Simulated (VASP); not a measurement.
SiC:

```
Si C
1.0
     0.00000    2.11271    2.11271
     2.11271    0.00000    2.11271
     2.11271    2.11271    0.00000
Si C
1 1
Direct
  0.00000 0.00000 0.00000
  0.25000 0.25000 0.25000
```

This cell differs from its parent crystal: strain -3.0%.

Base run:

```yaml
Program: VASP 6.6.1
Functional: HSE06
Potentials_or_basis: VASP PAW PBE potentials, release 64 (Si, C)
Cutoff: 520 eV
k_mesh: 8 × 8 × 8
Occupations: gaussian, width 0.01 eV
Spin: no spin polarisation
```

Its results: band gap on the k mesh 2.17 eV (least direct gap 5.85 eV); pressure 23.2 GPa.

**Question.** The run is repeated on the same cell with these changes: functional from HSE06 to PBE; k mesh from 8 × 8 × 8 to 6 × 6 × 6. What comes out?

**Answer.** Band gap on the k mesh 1.26 eV (least direct gap 4.62 eV); pressure 28.1 GPa.

Several settings changed at once.

Caveats: some runs use coarse meshes; the cell stands under pressure (at least some runs); the PAW data sets were made with another functional, which shifts forces and pressure a little (at least some runs).

A k mesh can miss the band edges.
